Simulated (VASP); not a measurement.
Crystal: CaB2H2.

```
Ca B H
1.0
     3.47672    0.00000    0.00000
    -1.73836    3.01093    0.00000
     0.00000    0.00000    3.97929
Ca B H
1 2 2
Direct
  0.00000 0.00000 0.00000
  0.33333 0.66667 0.46284
  0.66667 0.33333 0.53716
  0.33333 0.66667 0.15117
  0.66667 0.33333 0.84883
```

Base run:

* Program: VASP 6.6.1
* Functional: PBEsol
* Potentials or basis: VASP PAW PBE potentials, release 64 (Ca_sv, B, H)
* Cutoff: 520 eV
* k mesh: 8 × 8 × 6
* Occupations: fermi-dirac, width 0.05 eV
* Spin: no spin polarisation

Its results: band gap on the k mesh zero (band 9 reaches 4.84 eV, above the bottom of band 10 at 4.75 eV); pressure -3.3 GPa; largest force 0.144 eV/Å.

Problem. The run is repeated on the same cell with these changes: functional from PBEsol to PBE; k mesh from 8 × 8 × 6 to 9 × 9 × 7. What comes out?

Solution. Band gap on the k mesh 0.18 eV, indirect (least direct gap 1.89 eV); pressure -0.1 GPa; largest force 0.031 eV/Å.

Several settings changed at once, so the effect can't be laid on one alone.

Caveats: the PAW data sets were made with another functional, which shifts forces and pressure a little (some runs).

A k mesh can miss the band edges.
